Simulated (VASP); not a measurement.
# AlH2 (P6/mmm) in VASP: a series of runs, part 2 of 2

VASP 6.6.1.

### 3 Relaxation of cell and atoms, PBE

This run uses another cell than the first one, of 8.70 Å³/atom.

The input, INCAR:

```
PREC = Accurate
ENCUT = 600
EDIFF = 1E-6
ISMEAR = 0
SIGMA = 0.1
LREAL = False
LASPH = True
NELM = 100
ALGO = Normal
ISIF = 3
LWAVE = False
LCHARG = False
GGA = PE
IBRION = 2
NSW = 100
EDIFFG = -0.01
```

The input, KPOINTS:

```
regular mesh
0
Gamma
  18 18 16
```

The input, POSCAR:

```
AlH2
1.0
    3.3320210499      0.0000000000      0.0000000000
   -1.6660105249      2.8856148752      0.0000000000
    0.0000000000      0.0000000000      2.7146367022
Al H
1 2
Direct
    0.0000000000      0.0000000000      0.0000000000
    0.3333333333      0.6666666667      0.0000000000
    0.6666666667      0.3333333333      0.0000000000
```

Potentials or basis: VASP PAW PBE potentials, release 64 (Al, H).

Launch:

```
> cat potpaw_PBE.64/Al/POTCAR potpaw_PBE.64/H/POTCAR > POTCAR
> mpirun -np 1 vasp_std > vasp.out
```

OUTCAR:

```text
PREC = Accurate
   ENCUT = 600
   EDIFF = 1E-6
   ISMEAR = 0
   LREAL = False
   LASPH = True
   NELM = 100
   ISIF = 3
   GGA = PE
   IBRION = 2
   NSW = 100
   EDIFFG = -0.01

 ion  position               nearest neighbor table
   1  0.000  0.000  0.000-   2 1.92   3 1.92   3 1.92   2 1.92   3 1.92   2 1.92
   2  0.333  0.667  0.000-   1 1.92   1 1.92   1 1.92
   3  0.667  0.333  0.000-   1 1.92   1 1.92   1 1.92

  LATTYP: Found a hexagonal cell.
 ALAT       =     3.3320210499
 C/A-ratio  =     0.8147117505

  Lattice vectors:

 A1 = (   3.3320210499,   0.0000000000,   0.0000000000)
 A2 = (  -1.6660105249,   2.8856148752,   0.0000000000)
 A3 = (   0.0000000000,   0.0000000000,   2.7146367022)

Analysis of symmetry for initial positions (statically):
=====================================================================
 Subroutine PRICEL returns:
 Original cell was already a primitive cell.

 Routine SETGRP: Setting up the symmetry group for a
 hexagonal supercell.

 Subroutine GETGRP returns: Found 24 space group operations
 (whereof 24 operations were pure point group operations)
 out of a pool of 24 trial point group operations.

[... 174 lines left out ...]
  Total       -0.0743984     -0.0743984     -0.0185037     -0.0000000      0.0000000      0.0000000
  in kB       -4.5668489     -4.5668489     -1.1358278     -0.0000000      0.0000000      0.0000000
  external PRESSURE =      -3.4231752 kB  Pullay stress =       0.0000000 kB
[... 61 lines left out ...]
--------------------------------------- Ionic step        3  -------------------------------------------

 number of electron       5.0000000 magnetization

 Free energy of the ion-electron system (eV)
  ---------------------------------------------------
  ext. energy  EPLUGINS =         0.00000000
  ---------------------------------------------------
  free energy    TOTEN  =        -9.01821401 eV

  energy without entropy =       -9.01352315  energy(sigma->0) =       -9.01586858

 E-fermi :   4.4432     XC(G=0):  -9.6451

 val. band max:        4.4318515030   @ k =   0.4444   0.1111   0.5000
 cond. band min:       4.4543473725   @ k =   0.3889   0.0556   0.0625
 fundamental gap:      0.0224958696
 Fermi energy:         4.4432315139

 k-point     1 :       0.0000    0.0000    0.0000
  band No.  band energies     occupation
      1      -6.7988      2.00000
      2       6.3216      0.00000
      3       8.1283      0.00000
      4      10.8730      0.00000
      5      10.8730      0.00000
      6      12.2911      0.00000
[... 199 lines left out ...]
 k-point    24 :       0.3889    0.1111    0.0000
  band No.  band energies     occupation
      1      -3.3873      2.00000
      2      -1.2457      2.00000
      3       3.3902      2.00000
      4       9.2105      0.00000
      5      15.7573      0.00000
      6      17.1839      0.00000

 [... further k-points ...]

------------------------ aborting loop because EDIFF is reached ----------------------------------------

  FORCE on cell =-STRESS in cart. coord.  units (eV):
  Direction    XX          YY          ZZ          XY          YZ          ZX
  --------------------------------------------------------------------------------------
  -------------------------------------------------------------------------------------
  Total        0.0000492      0.0000492      0.0020540      0.0000000     -0.0000000     -0.0000000
  in kB        0.0030362      0.0030362      0.1266587      0.0000000     -0.0000000     -0.0000000
  external PRESSURE =       0.0442437 kB  Pullay stress =       0.0000000 kB
[... 18 lines left out ...]
  FREE ENERGIE OF THE ION-ELECTRON SYSTEM (eV)
  ---------------------------------------------------
  free  energy   TOTEN  =        -9.0182140070 eV

  energy  without entropy=       -9.0135231507  energy(sigma->0) =       -9.01586858

 reached required accuracy - stopping structural energy minimisation
```

Wall time 69 s (1 thread of Oxide Virtual Turin-like, shared host); peak memory 0.17 GiB.

What came out:

```
Free energy                           : -9.0182 eV
Relaxed volume                        : 8.66 Å³/atom
Relaxed cell                          : a = 3.325 Å, b = 3.325 Å, c = 2.713 Å, α = 90.00°, β = 90.00°, γ = 120.00°
Space group after relaxing (to 0.1 Å) : P6/mmm (No. 191)
Energy gained by relaxing             : 0.1 meV/atom
Ionic steps                           : 3
Pressure after relaxing               : 0.0 GPa
Band gap on the k mesh                : zero (an odd number of electrons rules out a gap without spin polarisation)
```

Step by step:
```tsv
step	energy change (eV)	largest force (eV/Å)	pressure (GPa)	volume (Å³)
1	0.0000	0.0000	-0.34	26.10
2	-0.0001	0.0000	-0.14	26.03
3	-0.0002	0.0000	0.00	25.98
```

Final structure:
```xyz
3
Lattice="3.3253 0.0000 0.0000 -1.6626 2.8798 0.0000 0.0000 0.0000 2.7133" Properties=species:S:1:pos:R:3 pbc="T T T"
Al    0.0000    0.0000    0.0000
H     0.0000    1.9198    0.0000
H     1.6626    0.9599    2.7133
```

Levels at points of the mesh, in eV from the Fermi level:
```tsv
k point	band 1	band 2	band 3	band 4	band 5	band 6
(0.00, 0.00, 0.00)	-11.24	1.88	3.69	6.43	6.43	7.85
(0.50, 0.00, 0.00)	-7.51	-6.38	0.35	3.04	12.36	13.00
(0.00, 0.00, 0.50)	-8.63	-3.18	2.98	9.64	9.64	10.42
(0.50, 0.00, 0.50)	-5.49	-3.48	-0.12	2.49	4.65	6.14
```

The gap in the log of VASP goes by the Fermi energy; the results here count the filled bands.